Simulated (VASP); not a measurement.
Wanted: the native input for a VASP 6.6.1 run.

- Task: single point
- Functional: PBE
- Potentials or basis: VASP PAW PBE potentials, release 64 (Si, Ti_sv)
- Cutoff: 520 eV
- k mesh: 2 × 2 × 2
- Occupations: gaussian, width 0.02 eV
- Spin: no spin polarisation
- Dipole correction: no
- Further INCAR settings: LREAL = Auto; ALGO = Normal; EDIFF = 1e-06; NBANDS = 52

The structure of TiSi16 (a cell with a defect) lies in POSCAR:

```
TiSi16
1.0
    0.0000000000      5.4300000000      5.4300000000
    5.4300000000      0.0000000000      5.4300000000
    5.4300000000      5.4300000000      0.0000000000
Si Ti
16 1
Direct
   -0.0013500921      0.0050025783      0.0017841621
    0.1321250460      0.1216738490      0.1242616943
   -0.0010247698      0.0010398711      0.4981181400
    0.1224508287      0.1396968692      0.6207366483
   -0.0014675875      0.4943171271      0.0013086556
    0.1204453039      0.6222357274      0.1344563536
   -0.0030770718      0.5024511050      0.4964045120
    0.1216400552      0.6169531308      0.6202674954
    0.5027165746     -0.0024939227      0.0022600368
    0.6249365562      0.1241074586      0.1240652855
    0.5030592081      0.0055118785      0.4976483425
    0.6252682320      0.1215468692      0.6316724678
    0.5027803867      0.4974415285      0.0018820442
    0.6247775322      0.6268031308      0.1239438306
    0.5024280847      0.4939741252      0.4976698895
    0.6351883978      0.6228248619      0.6193023941
    0.2488622468      0.7511677716      0.7478769797
```

The input as run:

INCAR

```
PREC = Accurate
ENCUT = 520
EDIFF = 1E-6
ISMEAR = 0
SIGMA = 0.02
LREAL = Auto
LASPH = True
NELM = 60
ALGO = Normal
ISIF = 2
LWAVE = False
LCHARG = False
GGA = PE
NBANDS = 52
```

KPOINTS

```
Automatic mesh
0
Gamma
  2 2 2
```

Potentials or basis: VASP PAW PBE potentials, release 64 (Si, Ti_sv).

The run is started by

```bash
$ cat potpaw_PBE.64/Si/POTCAR potpaw_PBE.64/Ti_sv/POTCAR > POTCAR
$ mpirun -np 1 vasp_std > vasp.out
```

Results of the run:

```yaml
Pressure: 4.0 GPa
Largest_force: 0.019 eV/Å
Band_gap_on_the_k_mesh: zero (bands 38 and 39 overlap by 0.40 eV)
```

Caveat: the k points lie up to 0.50 Å⁻¹ apart.

Wall time 5.9 min on 1 thread of Intel(R) Xeon(R) Platinum 8488C (Sapphire Rapids), on a shared host, peak memory 0.49 GiB.
